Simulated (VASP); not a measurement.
# Sb2Au: single point with LDA

The system is Sb2Au.

```xyz
3
Lattice="0.0000 3.2678 3.2678 3.2678 0.0000 3.2678 3.2678 3.2678 0.0000" Properties=species:S:1:pos:R:3 pbc="T T T"
Sb    1.6339    1.6339    1.6339
Sb    4.9016    4.9016    4.9016
Au    0.0000    0.0000    0.0000
```

| Item | Value |
| --- | --- |
| Program | VASP 6.6.1 |
| Task | single point |
| Functional | LDA |
| Potentials or basis | VASP PAW LDA potentials, release 64 (Sb, Au) |
| Cutoff | 520 eV |
| k mesh | 6 × 6 × 6 |
| Occupations | methfessel-paxton, width 0.3 eV |
| Spin | no spin polarisation |
| Dipole correction | no |
| Further INCAR settings | ALGO = Normal; EDIFF = 1e-06; NBANDS = 18 |

```json
{
 "Pressure": "9.8 GPa"
}
```

Levels at points of the mesh, in eV from the Fermi level:
```
           k point  band 6  band 7  band 8  band 9  band 10  band 11  band 12  band 13  band 14  band 15
(0.00, 0.00, 0.00)   -5.82   -5.82   -0.38   -0.38    -0.38     0.39     0.39     0.39     1.68     2.34
(0.50, 0.00, 0.00)   -5.79   -5.79   -2.70   -2.70    -2.39    -1.70     0.11     0.11     4.90     5.99
(0.50, 0.50, 0.00)   -5.70   -5.64   -5.08   -5.08    -3.84     0.18     3.81     3.81     4.07     6.47
```

Run time: 27 s on 1 thread of Intel Xeon 8259CL, on a shared host, peak memory 0.18 GiB.

Caveat: spin-orbit coupling is left out, which moves the levels of the heavy elements.
